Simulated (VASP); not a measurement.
# GeSb4Te4 in VASP: further runs

The runs below take GeSb4Te4 through single point, with PBE.

Program: VASP 6.6.1. These are calculated values, not measurements. Logs are shortened: lines on timing, memory, paths and dates and some standing lists are left out, and cuts for length are marked.

## Step 1: The cell of the first run

The cell holds a disordered packing, 18 atoms: a = 8.025 Å, b = 8.874 Å, c = 8.391 Å, α = 91.69°, β = 93.61°, γ = 89.48°.

## Step 2: Single point, PBE

Input file INCAR:

```
ALGO = Normal ; EDIFF = 1E-6
ENCUT = 410 ; GGA = PE
GGA_COMPAT = F ; ISIF = 2
ISMEAR = -1 ; ISYM = -1
LASPH = T ; LCHARG = F
LREAL = Auto ; LWAVE = F
NBANDS = 73 ; NELM = 120
PREC = Accurate ; SIGMA = 0.0758
```

Input file KPOINTS:

```
explicit points
1
Reciprocal
  0.25000000   0.25000000   0.25000000 1
```

Input file POSCAR:

```
GeSb4Te4
1.0
    8.0204470000      0.0365690000     -0.2582360000
    0.0365690000      8.8728170000     -0.1270320000
   -0.2582360000     -0.1270320000      8.3859190000
Ge Sb Te
2 8 8
Direct
    0.7088998460      0.5474577680      0.6984488064
    0.6933132842      0.0364754791      0.2841018381
    0.1253378066      0.4069881409      0.6226838408
    0.7750542299      0.6718953851      0.1856205764
    0.2425425380      0.9781072335      0.8319559410
    0.6687869347      0.0320373697      0.8742961426
    0.1223213009      0.6812341236      0.4112655150
    0.3421332206      0.2062324894      0.3935434196
    0.4724018514      0.7399806085      0.9476965352
    0.1186699638      0.9903584907      0.4779448832
    0.3937829620      0.4515398850      0.1399097644
    0.9875595331      0.0992402450      0.1603107674
    0.7263750674      0.4317305817      0.4000901739
    0.1363742239      0.7528432633      0.0802520176
    0.9674074863      0.4154398676      0.8802982234
    0.7837590109      0.9197206245      0.5953309044
    0.4000801904      0.7418139868      0.6039760487
    0.4018060711      0.2510463471      0.7490234180
```

Potentials or basis: VASP PAW PBE potentials, release 64 (Ge_d, Sb, Te).

Started as:

```console
> cat potpaw_PBE.64/Ge_d/POTCAR potpaw_PBE.64/Sb/POTCAR potpaw_PBE.64/Te/POTCAR > POTCAR
> mpirun -np 1 vasp_std > vasp.out
```

OUTCAR:

```text
EDIFF = 1E-6
   ENCUT = 410
   GGA = PE
   ISIF = 2
   ISMEAR = -1
   ISYM = -1
   LASPH = T
   LREAL = Auto
   NELM = 120
   PREC = Accurate

 ion  position               nearest neighbor table
   1  0.709  0.547  0.698-  13 2.69  15 2.77  17 3.08   9 3.34
   2  0.693  0.036  0.284-  12 2.71  16 2.89   8 3.35
   3  0.125  0.407  0.623-  15 2.57  18 2.77   7 3.05   8 3.17  13 3.61  17 3.73
   4  0.775  0.672  0.186-  13 2.87   9 3.11  14 3.18   7 3.27  11 3.64
   5  0.243  0.978  0.832-  18 2.87   9 2.94  10 3.08  14 3.09  17 3.11   6 3.45  12 3.66
   6  0.669  0.032  0.874-  16 2.73  18 3.04   9 3.14  12 3.44   5 3.45
   7  0.122  0.681  0.411-  17 2.72  10 2.78  14 2.88   3 3.05   4 3.27
   8  0.342  0.206  0.394-  10 2.77  18 3.01  11 3.14   3 3.17   2 3.35  12 3.47  13 3.69
   9  0.472  0.740  0.948-  17 2.91   5 2.94  14 2.98   4 3.11   6 3.14  11 3.15   1 3.34
  10  0.119  0.990  0.478-   8 2.77   7 2.78  12 2.99  16 3.00   5 3.08  17 3.29
  11  0.394  0.452  0.140-   8 3.14   9 3.15  13 3.35  14 3.39   4 3.64
  12  0.988  0.099  0.160-   2 2.71  10 2.99  14 3.35   6 3.44   8 3.47   5 3.66
  13  0.726  0.432  0.400-   1 2.69   4 2.87  11 3.35   3 3.61   8 3.69
  14  0.136  0.753  0.080-   7 2.88   9 2.98   5 3.09   4 3.18  12 3.35  11 3.39  15 3.62
  15  0.967  0.415  0.880-   3 2.57   1 2.77  14 3.62
  16  0.784  0.920  0.595-   6 2.73   2 2.89  10 3.00  17 3.48
  17  0.400  0.742  0.604-   7 2.72   9 2.91   1 3.08   5 3.11  10 3.29  16 3.48   3 3.73
  18  0.402  0.251  0.749-   3 2.77   5 2.87   8 3.01   6 3.04

IMPORTANT INFORMATION: All symmetrisations will be switched off!
NOSYMM: (Re-)initialisation of all symmetry stuff for point group C_1.

----------------------------------------------------------------------------------------

                                     Primitive cell

  volume of cell :     596.0453

  direct lattice vectors                    reciprocal lattice vectors
     8.020447000  0.036569000 -0.258236000     0.124806945 -0.000459462  0.003836345
     0.036569000  8.872817000 -0.127032000    -0.000459462  0.112729918  0.001693512
    -0.258236000 -0.127032000  8.385919000     0.003836345  0.001693512  0.119391305

  length of vectors
     8.024686486  8.873801662  8.390855763     0.124866737  0.112743574  0.119464929

  position of ions in fractional coordinates (direct lattice)
     0.708899846  0.547457768  0.698448806
     0.693313284  0.036475479  0.284101838
     0.125337807  0.406988141  0.622683841
     0.775054230  0.671895385  0.185620576
     0.242542538  0.978107233  0.831955941
     0.668786935  0.032037370  0.874296143
[... 10 lines left out ...]
     0.400080190  0.741813987  0.603976049
     0.401806071  0.251046347  0.749023418

  ion indices of the primitive-cell ions
   primitive index   ion index
                 1           1
[... 57 lines left out ...]
   PSTRESS=    0.0 pullay stress
   NELECT =     116.0000    total number of electrons
   NUPDOWN=      -1.0000    fix difference up-down
   EMIN   =  10.00;   EMAX   =-10.00  energy-range for DOS
   EFERMI =   0.00;   METHOD = LEGACY
   ISMEAR =    -1;   SIGMA  =   0.08  broadening in eV -4-tet -1-fermi 0-gaus
   EFERMI_NEDOS =   21; number of points for ismear=-14 and -15
   IALGO  =     38    algorithm
   IMIX   =      4    mixing-type and parameters
     AMIX     =   0.40;   BMIX     =  1.00
     AMIX_MAG =   1.60;   BMIX_MAG =  1.00
  volume/ion in A,a.u.               =      33.11       223.46
  Fermi-wavevector in a.u.,A,eV,Ry     =   0.948712  1.792806 12.245986  0.900055
  Thomas-Fermi vector in A             =   2.076926
   LORBIT       =      0    0 simple, 1 ext, 2 COOP (PROOUT), +10 PAW based schemes
   GGA     = PE    functional components
   LHFCALC =     F    Hartree Fock is set to
   AEXX    =    0.0000 exact exchange contribution
   IVDW    =     0    specifies the selected vdW correction
   LEPSILON=     F    determine dielectric tensor
   LRPA    =     F    only Hartree local field effects (RPA)
 non-spin polarized calculation
  energy-cutoff  :      410.00
  volume of cell :      596.05
 maximum number of plane-waves:     11237
 NGX is ok and might be reduce to    54
   NGX = 27   NGY = 29   NGZ = 27

 number of electron     116.0000008 magnetization

 Free energy of the ion-electron system (eV)
  ---------------------------------------------------
  ext. energy  EPLUGINS =         0.00000000
  ---------------------------------------------------
  free energy    TOTEN  =       -61.72774078 eV

  energy without entropy =      -61.46495232  energy(sigma->0) =      -61.59634655

 E-fermi :   5.7421     XC(G=0):  -8.9896

 val. band max:        5.6997758874   @ k =   0.2500   0.2500   0.2500
 cond. band min:       5.7899910362   @ k =   0.2500   0.2500   0.2500
 fundamental gap:      0.0902151488
 Fermi energy:         5.7421035063

 k-point     1 :       0.2500    0.2500    0.2500
  band No.  band energies     occupation
      1     -19.3057      2.00000
      2     -19.2878      2.00000
      3     -19.2747      2.00000
      4     -19.2305      2.00000
      5     -19.2182      2.00000
      6     -19.1990      2.00000
[... 62 lines left out ...]
     69       7.6950      0.00000
     70       7.7666      0.00000
 [bands above 70 left out]

------------------------ aborting loop because EDIFF is reached ----------------------------------------

  FORCE on cell =-STRESS in cart. coord.  units (eV):
  Direction    XX          YY          ZZ          XY          YZ          ZX
  --------------------------------------------------------------------------------------
  -------------------------------------------------------------------------------------
  Total       16.7717400      9.0902371     14.4843297     -4.0044376     -3.3488301      0.1708966
  in kB       45.0826530     24.4346743     38.9340647    -10.7639798     -9.0016985      0.4593723
  external PRESSURE =      36.1504640 kB  Pullay stress =       0.0000000 kB

 VOLUME and BASIS-vectors are now :
 -----------------------------------------------------------------------------
  energy-cutoff  :      410.00
  volume of cell :      596.05
      direct lattice vectors                 reciprocal lattice vectors
     8.020447000  0.036569000 -0.258236000     0.124806945 -0.000459462  0.003836345
     0.036569000  8.872817000 -0.127032000    -0.000459462  0.112729918  0.001693512
    -0.258236000 -0.127032000  8.385919000     0.003836345  0.001693512  0.119391305

 POSITION                                       TOTAL-FORCE (eV/Angst)
 -----------------------------------------------------------------------------------
      5.52535      4.79469      5.60453        -0.372769      0.267863      0.280885
      5.48865      0.31290      2.19878        -0.466153     -0.214599     -0.088861
      0.85935      3.53661      5.13771        -0.345152      0.485541     -2.249866
      6.19292      5.96637      1.27110        -0.148858      0.894021     -0.006875
      1.76623      8.58175      6.78983        -0.453620      0.365770      0.097319
      5.13937      0.19766      7.15500        -0.090882      0.474404      1.274486
[... 10 lines left out ...]
      3.07998      6.51989      4.86734         1.097170     -0.575346      0.041414
      3.03842      2.14703      6.14560         1.451716      0.234685      0.207827
 -----------------------------------------------------------------------------------
    total drift:                               -0.011219     -0.000378      0.007892

  FREE ENERGIE OF THE ION-ELECTRON SYSTEM (eV)
  ---------------------------------------------------
  free  energy   TOTEN  =       -61.7277407767 eV

  energy  without entropy=      -61.4649523180  energy(sigma->0) =      -61.59634655
```

OSZICAR:

```text
N       E                     dE             d eps       ncg     rms          rms(c)
DAV:   1     0.894959013972E+03    0.89496E+03   -0.35613E+04   146   0.146E+03
DAV:   2     0.839904116329E+02   -0.81097E+03   -0.77985E+03   162   0.311E+02
DAV:   3    -0.513394365965E+02   -0.13533E+03   -0.13027E+03   171   0.136E+02
DAV:   4    -0.614846147449E+02   -0.10145E+02   -0.96970E+01   172   0.400E+01
DAV:   5    -0.620553286910E+02   -0.57071E+00   -0.56382E+00   220   0.897E+00    0.195E+01
DAV:   6    -0.617618701856E+02    0.29346E+00   -0.97729E-01   180   0.293E+00    0.123E+01
DAV:   7    -0.617676791782E+02   -0.58090E-02   -0.80807E-01   172   0.273E+00    0.225E+00
DAV:   8    -0.617272726349E+02    0.40407E-01   -0.20349E-01   164   0.150E+00    0.887E-01
DAV:   9    -0.617277028312E+02   -0.43020E-03   -0.34761E-02   180   0.515E-01    0.777E-01
DAV:  10    -0.617276026586E+02    0.10017E-03   -0.54331E-03   172   0.215E-01    0.448E-01
DAV:  11    -0.617277063021E+02   -0.10364E-03   -0.22710E-03   180   0.133E-01    0.132E-01
DAV:  12    -0.617277116037E+02   -0.53016E-05   -0.51996E-04   164   0.688E-02    0.309E-02
DAV:  13    -0.617277350077E+02   -0.23404E-04   -0.11559E-04   172   0.300E-02    0.310E-02
DAV:  14    -0.617277390078E+02   -0.40001E-05   -0.10773E-05   164   0.105E-02    0.196E-02
DAV:  15    -0.617277406535E+02   -0.16457E-05   -0.57002E-06   156   0.693E-03    0.863E-03
DAV:  16    -0.617277407767E+02   -0.12324E-06   -0.73176E-07   100   0.306E-03
   1 F= -.61727741E+02 E0= -.61596347E+02  d E =-.262788E+00
```

stdout:

```text
POSCAR found type information on POSCAR GeSbTe
 POSCAR found :  3 types and      18 ions
 scaLAPACK will be used
 LDA part: xc-table for (Slater+PW92), standard interpolation
 POSCAR, INCAR and KPOINTS ok, starting setup
 FFT: planning ... GRIDC
 FFT: planning ... GRID_SOFT
 FFT: planning ... GRID
 WAVECAR not read
 entering main loop
```

Run time: 45 s. Hardware: 1 thread of Intel Xeon 6975P-C (Granite Rapids), shared host; peak memory 0.41 GiB.

Results:

```
Free energy   : -61.7277 eV
Pressure      : 3.6 GPa
Largest force : 2.327 eV/Å
```

Forces in eV/Å, atoms in the order of the input:
```
Ge  -0.373  0.268  0.281
Ge  -0.466 -0.215 -0.089
Sb  -0.345  0.486 -2.250
Sb  -0.149  0.894 -0.007
Sb  -0.454  0.366  0.097
Sb  -0.091  0.474  1.274
Sb  -0.914 -1.159 -0.883
Sb   0.968  0.395 -0.741
Sb   1.313 -0.454  0.768
Sb  -0.390  0.845  0.184
Te  -0.111 -0.385  0.003
Te  -0.108 -0.053  0.009
Te  -0.126 -0.314  0.036
Te  -0.036  0.108 -0.477
Te  -0.974 -0.231  2.001
Te  -0.292 -0.686 -0.457
Te   1.097 -0.575  0.041
Te   1.452  0.235  0.208
```

Levels at points of the mesh, in eV from the Fermi level:
| k point | band 55 | band 56 | band 57 | band 58 | band 59 | band 60 | band 61 | band 62 |
| --- | --- | --- | --- | --- | --- | --- | --- | --- |
| (0.25, 0.25, 0.25) | -0.77 | -0.64 | -0.24 | -0.04 | 0.05 | 0.23 | 0.32 | 0.55 |

Caveat: the atoms stand as in a frame of molecular dynamics; spin-orbit coupling is left out, which moves the levels of the heavy elements.

## Step 3: Single point, PBE

Input file INCAR:

```
  PREC = Accurate
  ENCUT = 410
  EDIFF = 1E-6
  ISMEAR = -1
  SIGMA = 0.0758
  LREAL = Auto
  LASPH = True
  NELM = 120
  ALGO = Normal
  ISIF = 2
  LWAVE = False
  LCHARG = False
  GGA = PE
  NBANDS = 73
  ISYM = -1
  GGA_COMPAT = False
```

KPOINTS is that of step 2.

Input file POSCAR:

```
GeSb4Te4
1.0
    8.0204470000      0.0365690000     -0.2582360000
    0.0365690000      8.8728170000     -0.1270320000
   -0.2582360000     -0.1270320000      8.3859190000
Ge Sb Te
2 8 8
Direct
    0.7172098320      0.5500354074      0.6944798174
    0.6877124818      0.0410628900      0.3008648690
    0.1158113856      0.3989825088      0.6005958578
    0.7784387145      0.6696751510      0.1870142168
    0.2451868323      0.9953640324      0.8531090213
    0.6664943239      0.0299063085      0.8685467730
    0.1059457715      0.6655591152      0.3974475925
    0.3424728408      0.2129724676      0.3974637884
    0.4752100952      0.7531185215      0.9558046657
    0.1217950593      0.9912859051      0.4845263709
    0.3932777169      0.4508216744      0.1366741371
    0.9943278618      0.1026959673      0.1479398887
    0.7237298974      0.4291573971      0.4014589023
    0.1438197907      0.7690498680      0.0772332037
    0.9584438090      0.4335303405      0.8844992328
    0.7837021383      0.9231456260      0.5889650425
    0.3973559359      0.7363614024      0.6115693544
    0.4168580519      0.2647685723      0.7523708299
```

Potentials or basis: VASP PAW PBE potentials, release 64 (Ge_d, Sb, Te).

Started as:

```console
> cat potpaw_PBE.64/Ge_d/POTCAR potpaw_PBE.64/Sb/POTCAR potpaw_PBE.64/Te/POTCAR > POTCAR
> mpirun -np 1 vasp_std > vasp.out
```

OUTCAR:

```text
PREC = Accurate
   ENCUT = 410
   EDIFF = 1E-6
   ISMEAR = -1
   LREAL = Auto
   LASPH = True
   NELM = 120
   ISIF = 2
   GGA = PE
   ISYM = -1

 ion  position               nearest neighbor table
   1  0.717  0.550  0.694-  15 2.65  13 2.66  17 3.09
   2  0.688  0.041  0.301-  16 2.73  12 2.91   8 3.29
   3  0.116  0.399  0.601-  15 2.77  18 2.92   7 2.95   8 3.02  13 3.48  10 3.72
   4  0.778  0.670  0.187-  13 2.89   7 3.07   9 3.11  14 3.26  15 3.61  11 3.66
[... 237 lines left out ...]
  Total       12.9378793      6.6220135      9.4602648     -1.8728174     -4.0304466     -0.5902852
  in kB       34.7771861     17.8000575     25.4293135     -5.0341573    -10.8338924     -1.5866941
  external PRESSURE =      26.0021857 kB  Pullay stress =       0.0000000 kB

 VOLUME and BASIS-vectors are now :
 -----------------------------------------------------------------------------
  energy-cutoff  :      410.00
  volume of cell :      596.05
      direct lattice vectors                 reciprocal lattice vectors
     8.020447000  0.036569000 -0.258236000     0.124806945 -0.000459462  0.003836345
     0.036569000  8.872817000 -0.127032000    -0.000459462  0.112729918  0.001693512
    -0.258236000 -0.127032000  8.385919000     0.003836345  0.001693512  0.119391305

 POSITION                                       TOTAL-FORCE (eV/Angst)
 -----------------------------------------------------------------------------------
      5.59312      4.81837      5.56877        -0.821266      0.409496      0.376043
      5.43957      0.35127      2.34022        -0.282410      0.103977     -0.587172
      0.78835      3.46804      4.95596        -0.585954     -0.065322     -0.371398
      6.21962      5.94661      1.28220        -0.288163      0.743502     -0.140326
      1.78260      8.73228      6.96434        -0.534733      0.543793     -0.542040
      5.12239      0.17939      7.10765        -0.013153      0.646137      1.276328
[... 10 lines left out ...]
      3.05597      6.47044      4.93242         0.070875     -0.549090     -0.299505
      3.15878      2.26891      6.16804         0.800691      0.585490     -0.181778
 -----------------------------------------------------------------------------------
    total drift:                                0.013621      0.005393      0.000621

  FREE ENERGIE OF THE ION-ELECTRON SYSTEM (eV)
  ---------------------------------------------------
  free  energy   TOTEN  =       -62.1849861690 eV

  energy  without entropy=      -61.9251256997  energy(sigma->0) =      -62.05505593
```

stdout:

```text
POSCAR found type information on POSCAR GeSbTe
 POSCAR found :  3 types and      18 ions
 scaLAPACK will be used
 LDA part: xc-table for (Slater+PW92), standard interpolation
 POSCAR, INCAR and KPOINTS ok, starting setup
 FFT: planning ... GRIDC
 FFT: planning ... GRID_SOFT
 FFT: planning ... GRID
 WAVECAR not read
 entering main loop
```

Wall time 42 s (1 thread of Intel Xeon 6975P-C (Granite Rapids), shared host); peak memory 0.41 GiB.

What came out:

```
Free energy   : -62.1850 eV
Pressure      : 2.6 GPa
Largest force : 1.604 eV/Å
```

Forces in eV/Å, atoms in the order of the input:
```
Ge  -0.821  0.409  0.376
Ge  -0.282  0.104 -0.587
Sb  -0.586 -0.065 -0.371
Sb  -0.288  0.744 -0.140
Sb  -0.535  0.544 -0.542
Sb  -0.013  0.646  1.276
Sb   0.315 -0.015 -0.064
Sb   1.091  0.162 -0.728
Sb   1.438 -0.615  0.359
Sb  -0.190  0.006  0.107
Te  -0.226 -0.426 -0.085
Te  -0.267 -0.203  0.335
Te  -0.206 -0.421 -0.103
Te  -0.410  0.079 -0.001
Te   0.184 -0.318  0.870
Te  -0.074 -0.668 -0.220
Te   0.071 -0.549 -0.300
Te   0.801  0.585 -0.182
```

Caveat: the atoms stand as in a frame of molecular dynamics; spin-orbit coupling is left out, which moves the levels of the heavy elements.
